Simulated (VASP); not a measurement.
Input of a VASP 6.6.1 run:

Contents of INCAR:

```
ALGO = Normal
EDIFF = 1E-6
ENCUT = 520
GGA = PS
ISIF = 2
ISMEAR = 0
LASPH = True
LCHARG = False
LREAL = False
LWAVE = False
NBANDS = 16
NELM = 80
PREC = Accurate
SIGMA = 0.05
```

File KPOINTS:

```
k-points
0
Gamma
  9 9 6
```

POSCAR

```
AlN
1.0
    3.1977033797      0.0000000000      0.0000000000
   -1.5988516899      2.7692923606      0.0000000000
    0.0000000000      0.0000000000      3.8832909843
Al N
2 2
Direct
    0.3333333333      0.6666666667      0.7500000000
    0.6666666667      0.3333333333      0.2500000000
    0.3333333333      0.6666666667      0.2500000000
    0.6666666667      0.3333333333      0.7500000000
```

Potentials or basis: VASP PAW PBE potentials, release 64 (Al, N).

Launch:

```sh
$ cat potpaw_PBE.64/Al/POTCAR potpaw_PBE.64/N/POTCAR > POTCAR
$ mpirun -np 1 vasp_std > vasp.out
```

Task: What does it give for the pressure?

Result: 35.1 GPa.

Task: Predict the band gap on the k mesh.

Result: 4.26 eV, indirect (least direct gap 4.28 eV).

Stress tensor (GPa, compression positive):
```
32.34  0.00  0.00
 0.00 32.34  0.00
 0.00  0.00 40.60
```

Caveat: the PAW data sets were made with another functional, which shifts forces and pressure a little. A k mesh can miss the band edges.
